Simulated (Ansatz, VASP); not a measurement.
**Cr in VASP and in Ansatz**

The input INCAR:

```
SYSTEM = Cr
ALGO = Normal ; EDIFF = 1E-6
EDIFFG = -0.01 ; ENCUT = 600
GGA = CA ; IBRION = 2
ISIF = 3 ; ISMEAR = -1
LASPH = .True. ; LCHARG = .False.
LREAL = .False. ; LWAVE = .False.
NELM = 60 ; NSW = 80
PREC = Accurate ; SIGMA = 0.1
```

KPOINTS

```
k-points
0
Gamma
  13 13 13
  0 0 0
```

Contents of POSCAR:

```
Cr
1.0
    2.3484326893      0.0000000000      0.0000000000
    0.0000000000      2.3484326893      0.0000000000
    0.0000000000      0.0000000000      2.3484326893
Cr
1
Direct
    0.0000000000      0.0000000000      0.0000000000
```

Input for Ansatz:

```yaml
crystal:
  lattice:
    - [2.3484326893, 0.0, 0.0]
    - [0.0, 2.3484326893, 0.0]
    - [0.0, 0.0, 2.3484326893]
  atoms:
    - { symbol: Cr, position: [0.0, 0.0, 0.0] }
hamiltonian:
  xc: lda
  pseudopotentials:
    kind: paw
    azcp:
      Cr: "pseudopotentials/Cr.paw.azcp"
basis:
  ecutwfc: 420
  fft_grid_basis: typed
kpoints:
  mp_grid: { grid: [13, 13, 13], shift: [0, 0, 0] }
magnetization:
  spin_polarized: false
scf:
  occupations: { method: fermi_dirac, width: 0.1 }
relax:
  max_steps: 60
  f_tol: 0.01
  cell: {}
```

Alike in both runs: task relaxation of cell and atoms; functional LDA; k mesh 13 × 13 × 13; occupations fermi-dirac, width 0.1 eV; no spin polarisation.

|  | VASP | Ansatz |
| --- | --- | --- |
| version | VASP 6.6.1 | Ansatz 0.2.0 |
| potentials or method | VASP PAW LDA potentials, release 64 (Cr_pv), cutoff 600 eV | plane waves (420 eV) with PAW, scalar-relativistic |
| valence electrons in the cell | 12 | 14 |

|  | VASP | Ansatz | Ansatz less VASP |
| --- | --- | --- | --- |
| relaxed volume (Å³/atom) | 11.90 | 11.89 | -0.014 |
| relaxed cell length with the largest relative difference (Å) | 2.283 | 2.282 | -0.0009 |

Ansatz warns that its potentials were made for another functional, while VASP's fit it. LDA's correlation is that of Perdew and Zunger in VASP and of Perdew and Wang (1992) in Ansatz. VASP's potentials hold 12 valence electrons a cell and Ansatz's 14, so a difference there can come from the potentials and not from the codes.
